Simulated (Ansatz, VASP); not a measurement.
Given: the input of a run of VASP 6.6.1 on HfB2.

The input INCAR:

```
SYSTEM = HfB2
ALGO = Normal
EDIFF = 1E-6
EDIFFG = -0.01
ENCUT = 600
GGA = RP
IBRION = 2
ISIF = 3
ISMEAR = -1
LASPH = .TRUE.
LCHARG = .FALSE.
LREAL = .FALSE.
LWAVE = .FALSE.
NELM = 80
NSW = 60
PREC = Accurate
SIGMA = 0.05
```

Contents of KPOINTS:

```
k-points
0
G
  10 10 8
  0 0 0
```

File POSCAR:

```
HfB2
1.0
    3.1400000000      0.0000000000      0.0000000000
   -1.5700000000      2.7193197679      0.0000000000
    0.0000000000      0.0000000000      3.4800000000
Hf B
1 2
Direct
    0.0000000000      0.0000000000      0.0000000000
    0.6666666667      0.3333333333      0.5000000000
    0.3333333333      0.6666666667      0.5000000000
```

Potentials or basis: VASP PAW PBE potentials, release 64 (Hf_pv, B).

Command:

```console
$ cat potpaw_PBE.64/Hf_pv/POTCAR potpaw_PBE.64/B/POTCAR > POTCAR
$ mpirun -np 1 vasp_std > vasp.out
```

Question: Translate it to Ansatz 0.2.0. Potentials there: Ansatz PAW.

Answer: As run (the cutoff follows the program's own potentials):

The input input.yaml:

```yaml
crystal:
  lattice:
    - [3.14, 0.0, 0.0]
    - [-1.57, 2.7193197679, 0.0]
    - [0.0, 0.0, 3.48]
  atoms:
    - { symbol: Hf, position: [0.0, 0.0, 0.0] }
    - { symbol: B, position: [0.6666666667, 0.3333333333, 0.5] }
    - { symbol: B, position: [0.3333333333, 0.6666666667, 0.5] }
hamiltonian:
  xc: rpbe
  pseudopotentials: { kind: paw }
kpoints:
  mp_grid: { grid: [10, 10, 8] }
scf:
  occupations: { method: fermi_dirac, width: 0.05 }
output:
  forces: true
  stress: true
relax:
  f_tol: 0.01
  max_steps: 40
  cell: { stress_tol: 0.05 }
```

Potentials or basis: Ansatz PAW.

The run is started by

```console
$ ansatz run input.yaml --threads 2 --pin off --max-ram 5632MiB --backend cpu --events-out ev --progress --plain --runs-dir out
```

Both were run:

|  | VASP | Ansatz | Ansatz less VASP |
| --- | --- | --- | --- |
| relaxed volume (Å³/atom) | 10.10 | 10.13 | +0.027 |
| relaxed cell length with the largest relative difference (Å) | 3.158 | 3.161 | +0.0030 |

VASP's potentials were made for PBE, not for RPBE. VASP's potentials hold 16 valence electrons a cell and Ansatz's 32, so a difference there can come from the potentials and not from the codes.

Neither program's run includes spin-orbit coupling. Noted on Ansatz's run: the plane-wave basis is chosen anew once the cell has moved, so the energies of steps on either side of that aren't comparable.
